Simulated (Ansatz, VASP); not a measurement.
# One calculation of MgO, two programs

```
Mg O
1.0
     3.63894    0.00000    0.00000
    -1.81947    3.15141    0.00000
     0.00000    0.00000    3.86892
Mg O
2 2
Direct
  0.66667 0.33333 0.75000
  0.33333 0.66667 0.25000
  0.66667 0.33333 0.25000
  0.33333 0.66667 0.75000
```

Alike in both runs: task single point; functional PBEsol; k mesh 9 × 9 × 6; occupations gaussian, width 0.05 eV; no spin polarisation.

|  | VASP | Ansatz |
| --- | --- | --- |
| version | VASP 6.6.1 | Ansatz 0.2.0 |
| potentials or method | VASP PAW PBE potentials, release 64 (Mg, O), cutoff 520 eV | scalar-relativistic, plane waves, PAW |
| valence electrons in the cell | 16 | 32 |

```csv
,VASP,Ansatz,Ansatz less VASP
gap on the k mesh at the Fermi level (eV),3.41,3.41,+0.009
least direct gap on the mesh (eV),3.41,3.41,+0.009
pressure (GPa),4.7,5.1,+0.42
"traceless stress, the component that is largest in VASP (GPa)",18.77,18.58,-0.196
```

VASP's potentials were made for PBE, not for PBEsol, and Ansatz warns of the same on its side. The functional is the same, so the differences come from potentials, cutoffs and numerics. VASP's potentials hold 16 valence electrons a cell and Ansatz's 32, so a difference there can come from the potentials and not from the codes.
